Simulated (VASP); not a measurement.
# Zr (I4/mmm) in VASP: further runs

Zr is run at these levels: LDA; tasks: single point.

Program: VASP 6.6.1. These are calculated values, not measurements. Logs are shortened: lines on timing, memory, paths and dates and some standing lists are left out, and cuts for length are marked.

## 1. The cell of the first run

It takes space group I4/mmm (No. 139, tetragonal). Conventional cell: a = 3.548 Å, b = 3.548 Å, c = 3.620 Å, α = 90.00°, β = 90.00°, γ = 90.00°. Within 4.1 Å of Zr (site symmetry 4/mmm) lie 14 Zr at 3.09 to 3.62 Å.

## 2. Single point, LDA (equal xx and yy strain of -2 %)

File INCAR:

```
ALGO = Normal
EDIFF = 1E-7
ENCUT = 520
GGA = CA
ISIF = 2
ISMEAR = -1
LASPH = True
LCHARG = False
LREAL = False
LWAVE = False
NBANDS = 12
NELM = 100
PREC = Accurate
SIGMA = 0.03
```

File KPOINTS:

```
k-points
0
Gamma
  16 16 16
```

File POSCAR:

```
Zr
1.0
   -1.7738000000      1.7738000000      1.8100000000
    1.7738000000     -1.7738000000      1.8100000000
    1.7738000000      1.7738000000     -1.8100000000
Zr
1
Direct
    0.0000000000      0.0000000000      0.0000000000
```

Potentials or basis: VASP PAW LDA potentials, release 64 (Zr_sv).

Launch:

```
> cat potpaw_LDA.64/Zr_sv/POTCAR > POTCAR
> mpirun -np 1 vasp_std > vasp.out
```

OUTCAR:

```text
EDIFF = 1E-7
   ENCUT = 520
   GGA = CA
   ISIF = 2
   ISMEAR = -1
   LASPH = True
   LREAL = False
   NELM = 100
   PREC = Accurate

 ion  position               nearest neighbor table
   1  0.000  0.000  0.000-

  LATTYP: Found a body centered tetragonal cell.
 ALAT       =     3.5476000000
 C/A-ratio  =     1.0204081633

  Lattice vectors:

 A1 = (  -1.7738000000,   1.7738000000,   1.8100000000)
 A2 = (   1.7738000000,  -1.7738000000,   1.8100000000)
 A3 = (   1.7738000000,   1.7738000000,  -1.8100000000)

Analysis of symmetry for initial positions (statically):
=====================================================================
 Subroutine PRICEL returns:
 Original cell was already a primitive cell.

 Routine SETGRP: Setting up the symmetry group for a
 body centered tetragonal supercell.

 Subroutine GETGRP returns: Found 16 space group operations
 (whereof 16 operations were pure point group operations)
 out of a pool of 16 trial point group operations.

The static configuration has the point symmetry D_4h.

Analysis of symmetry for dynamics (positions and initial velocities):
=====================================================================
 Subroutine PRICEL returns:
 Original cell was already a primitive cell.

 Routine SETGRP: Setting up the symmetry group for a
 body centered tetragonal supercell.

 Subroutine GETGRP returns: Found 16 space group operations
 (whereof 16 operations were pure point group operations)
 out of a pool of 16 trial point group operations.

The dynamic configuration has the point symmetry D_4h.

 Subroutine INISYM returns: Found 16 space group operations
 (whereof 16 operations are pure point group operations),
 and found     1 'primitive' translations

----------------------------------------------------------------------------------------

                                     Primitive cell

  volume of cell :      22.7797

  direct lattice vectors                    reciprocal lattice vectors
    -1.773800000  1.773800000  1.810000000     0.000000000  0.281880708  0.276243094
     1.773800000 -1.773800000  1.810000000     0.281880708  0.000000000  0.276243094
     1.773800000  1.773800000 -1.810000000     0.281880708  0.281880708  0.000000000

  length of vectors
     3.093353016  3.093353016  3.093353016     0.394673258  0.394673258  0.398639520

  position of ions in fractional coordinates (direct lattice)
     0.000000000  0.000000000  0.000000000

  ion indices of the primitive-cell ions
   primitive index   ion index
                 1           1
[... 79 lines left out ...]
   ISYM   =      2    0-nonsym 1-usesym 2-fastsym
   POTIM  = 0.5000    time-step for ionic-motion
   TEBEG  =    0.0;   TEEND  =   0.0 temperature during run
   PSTRESS=    0.0 pullay stress
   NELECT =      12.0000    total number of electrons
   NUPDOWN=      -1.0000    fix difference up-down
   EMIN   =  10.00;   EMAX   =-10.00  energy-range for DOS
   EFERMI =   0.00;   METHOD = LEGACY
   ISMEAR =    -1;   SIGMA  =   0.03  broadening in eV -4-tet -1-fermi 0-gaus
   EFERMI_NEDOS =   21; number of points for ismear=-14 and -15
   IALGO  =     38    algorithm
   IMIX   =      4    mixing-type and parameters
     AMIX     =   0.40;   BMIX     =  1.00
     AMIX_MAG =   1.60;   BMIX_MAG =  1.00
  volume/ion in A,a.u.               =      22.78       153.72
  Fermi-wavevector in a.u.,A,eV,Ry     =   1.322166  2.498531 23.784653  1.748123
  Thomas-Fermi vector in A             =   2.451867
   LORBIT       =      0    0 simple, 1 ext, 2 COOP (PROOUT), +10 PAW based schemes
   GGA     = CA    functional components
   LHFCALC =     F    Hartree Fock is set to
   AEXX    =    0.0000 exact exchange contribution
   IVDW    =     0    specifies the selected vdW correction
   LEPSILON=     F    determine dielectric tensor
   LRPA    =     F    only Hartree local field effects (RPA)
 non-spin polarized calculation
  energy-cutoff  :      520.00
  volume of cell :       22.78
 maximum number of plane-waves:       630
   NGX = 11   NGY = 11   NGZ = 11

 number of electron      12.0000000 magnetization

 Free energy of the ion-electron system (eV)
  ---------------------------------------------------
  ext. energy  EPLUGINS =         0.00000000
  ---------------------------------------------------
  free energy    TOTEN  =        -9.21464329 eV

  energy without entropy =       -9.20906876  energy(sigma->0) =       -9.21185602

 E-fermi :   8.7483     XC(G=0): -11.3882

 val. band max:        8.7454462538   @ k =  -0.1875  -0.4375   0.1250
 cond. band min:       8.7493555693   @ k =  -0.4375   0.2500   0.0625
 fundamental gap:      0.0039093155
 Fermi energy:         8.7482957309

 k-point     1 :       0.0000    0.0000    0.0000
  band No.  band energies     occupation
      1     -39.4218      2.00000
      2     -17.0371      2.00000
      3     -17.0371      2.00000
      4     -17.0363      2.00000
      5       3.3739      2.00000
      6       9.7825      0.00000
      7       9.7825      0.00000
      8       9.9796      0.00000
      9      12.2536      0.00000
     10      12.5240      0.00000
     11      21.0561      0.00000
     12      21.3601      0.00000
[... 331 lines left out ...]
 k-point    24 :      -0.0625    0.0625    0.0000
  band No.  band energies     occupation
      1     -39.4153      2.00000
      2     -17.0802      2.00000
      3     -17.0498      2.00000
      4     -17.0379      2.00000
      5       3.5131      2.00000
      6       9.6861      0.00000
      7       9.9168      0.00000
      8       9.9445      0.00000
      9      12.2590      0.00000
     10      12.3776      0.00000
     11      21.3095      0.00000
     12      21.4816      0.00000

 [... further k-points ...]

------------------------ aborting loop because EDIFF is reached ----------------------------------------

  FORCE on cell =-STRESS in cart. coord.  units (eV):
  Direction    XX          YY          ZZ          XY          YZ          ZX
  --------------------------------------------------------------------------------------
  -------------------------------------------------------------------------------------
  Total       -0.9511588     -0.9511588     -0.9058759      0.0000000      0.0000000     -0.0000000
  in kB      -66.8984010    -66.8984010    -63.7134971      0.0000000      0.0000000     -0.0000000
  external PRESSURE =     -65.8367664 kB  Pullay stress =       0.0000000 kB

 VOLUME and BASIS-vectors are now :
 -----------------------------------------------------------------------------
  energy-cutoff  :      520.00
  volume of cell :       22.78
      direct lattice vectors                 reciprocal lattice vectors
    -1.773800000  1.773800000  1.810000000     0.000000000  0.281880708  0.276243094
     1.773800000 -1.773800000  1.810000000     0.281880708  0.000000000  0.276243094
     1.773800000  1.773800000 -1.810000000     0.281880708  0.281880708  0.000000000

 POSITION                                       TOTAL-FORCE (eV/Angst)
 -----------------------------------------------------------------------------------
      0.00000      0.00000      0.00000         0.000000     -0.000000      0.000000
 -----------------------------------------------------------------------------------
    total drift:                                0.000000      0.000000     -0.000000

  FREE ENERGIE OF THE ION-ELECTRON SYSTEM (eV)
  ---------------------------------------------------
  free  energy   TOTEN  =        -9.2146432938 eV

  energy  without entropy=       -9.2090687556  energy(sigma->0) =       -9.21185602
```

OSZICAR:

```text
N       E                     dE             d eps       ncg     rms          rms(c)
DAV:   1     0.869218752379E+02    0.86922E+02   -0.69180E+03  8376   0.100E+03
DAV:   2    -0.646673001679E+01   -0.93389E+02   -0.90754E+02  9652   0.272E+02
DAV:   3    -0.949791694497E+01   -0.30312E+01   -0.29839E+01 12504   0.414E+01
DAV:   4    -0.956148721427E+01   -0.63570E-01   -0.63547E-01  9696   0.569E+00
DAV:   5    -0.956281594442E+01   -0.13287E-02   -0.13287E-02 11980   0.619E-01    0.107E+01
DAV:   6    -0.926753909240E+01    0.29528E+00   -0.37719E-01  9268   0.546E+00    0.427E+00
DAV:   7    -0.921340109346E+01    0.54138E-01   -0.17118E-01 10360   0.344E+00    0.635E-01
DAV:   8    -0.921463510098E+01   -0.12340E-02   -0.94181E-03  9808   0.111E+00    0.844E-02
DAV:   9    -0.921464918519E+01   -0.14084E-04   -0.26588E-04 10664   0.153E-01    0.179E-02
DAV:  10    -0.921464320731E+01    0.59779E-05   -0.16831E-05  9544   0.427E-02    0.111E-02
DAV:  11    -0.921464331390E+01   -0.10660E-06   -0.12912E-06  9832   0.116E-02    0.133E-03
DAV:  12    -0.921464329380E+01    0.20099E-07   -0.50756E-08  6596   0.222E-03
   1 F= -.92146433E+01 E0= -.92118560E+01  d E =-.557454E-02
```

stdout:

```text
POSCAR found type information on POSCAR Zr
 POSCAR found :  1 types and       1 ions
 scaLAPACK will be used
 LDA part: xc-table for (Slater(with rela. corr.)+CA(PZ))
 , standard interpolation
 POSCAR, INCAR and KPOINTS ok, starting setup
 FFT: planning ... GRIDC
 FFT: planning ... GRID_SOFT
 FFT: planning ... GRID
 WAVECAR not read
 entering main loop
```

It took 88 s on 1 thread of Intel Xeon 8259CL, shared host; peak memory 0.2 GiB.

What came out:

- Free energy: -9.2146 eV
- Pressure: -6.6 GPa
- Band gap on the k mesh: zero (bands 6 and 7 overlap by 1.75 eV)

Levels at points of the mesh, in eV from the Fermi level:
```csv
k point,band 4,band 5,band 6,band 7,band 8,band 9
"(0.00, 0.00, 0.00)",-25.78,-5.37,1.03,1.03,1.23,3.51
"(0.50, 0.00, 0.00)",-25.79,-2.84,-0.65,1.73,3.52,4.31
"(0.50, 0.50, 0.00)",-25.81,-2.85,-0.87,1.85,3.81,4.41
"(0.50, 0.50, 0.50)",-26.49,-2.64,-2.59,5.73,5.80,5.80
```

Caveat: the cell differs from its parent crystal (equal xx and yy strain of -2 %); the cell stands under tension.

(Continued in part 2 of 2.)
